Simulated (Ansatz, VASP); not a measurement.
**One calculation of AlCu5, two programs**

```
Al Cu
1.0
     2.67497    0.00000    0.00000
     0.00000    3.54152    0.00000
     0.00000    0.00000    7.85693
Al Cu
1 5
Cartesian
  1.3375 1.7708 0.0000
  0.0000 0.0000 6.5190
  0.0000 0.0000 1.3380
  1.3375 1.7708 2.6423
  0.0000 0.0000 3.9285
  1.3375 1.7708 5.2147
```

Alike in both runs: functional PBE; k mesh 16 × 10 × 6; occupations fermi-dirac, width 0.15 eV; no spin polarisation.

Ansatz relaxed the structure, and its values are those at the end. VASP's run is a single point on that final structure, the one shown.

|  | VASP | Ansatz |
| --- | --- | --- |
| version | VASP 6.6.1 | Ansatz 0.2.0 |
| potentials or method | VASP PAW PBE potentials, release 64 (Al, Cu), cutoff 520 eV | scalar-relativistic, plane waves, PAW |
| valence electrons in the cell | 58 | 98 |

```tsv
	VASP	Ansatz	Ansatz less VASP
gap on the k mesh at the Fermi level (eV)	none	none	-
pressure (GPa)	0.4	0.0	-0.41
```

A gap of «none» marks a metal or a gap that the smearing closes. The functional is the same, so the differences come from potentials, cutoffs and numerics. VASP's potentials hold 58 valence electrons a cell and Ansatz's 98, so a difference there can come from the potentials and not from the codes.
